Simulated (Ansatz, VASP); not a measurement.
Two plane-wave programs on Be2C

```
CELL_PARAMETERS angstrom
0.00000 2.16420 2.16420
2.16420 0.00000 2.16420
2.16420 2.16420 0.00000
ATOMIC_POSITIONS crystal
Be 0.75000 0.75000 0.75000
Be 0.25000 0.25000 0.25000
C 0.00000 0.00000 0.00000
```

Alike in both runs: functional PBE; k mesh 12 × 12 × 12; occupations gaussian, width 0.02 eV; no spin polarisation.

Ansatz relaxed the structure, and its values are those at the end. VASP's run is a single point on that final structure, the one shown.

|  | VASP | Ansatz |
| --- | --- | --- |
| version | VASP 6.6.1 | Ansatz 0.2.0 |
| potentials or method | VASP PAW PBE potentials, release 64 (Be, C), cutoff 600 eV | scalar-relativistic, plane waves, PAW |
| valence electrons in the cell | 8 | 8 |

Ansatz gave:

- gap on the k mesh at the Fermi level (eV): 1.17
- least direct gap on the mesh (eV): 4.14
- pressure (GPa): 0.0

Question: Estimate VASP's values.

Answer: gap on the k mesh at the Fermi level (eV): 1.16; least direct gap on the mesh (eV): 4.13; pressure (GPa): 0.3.
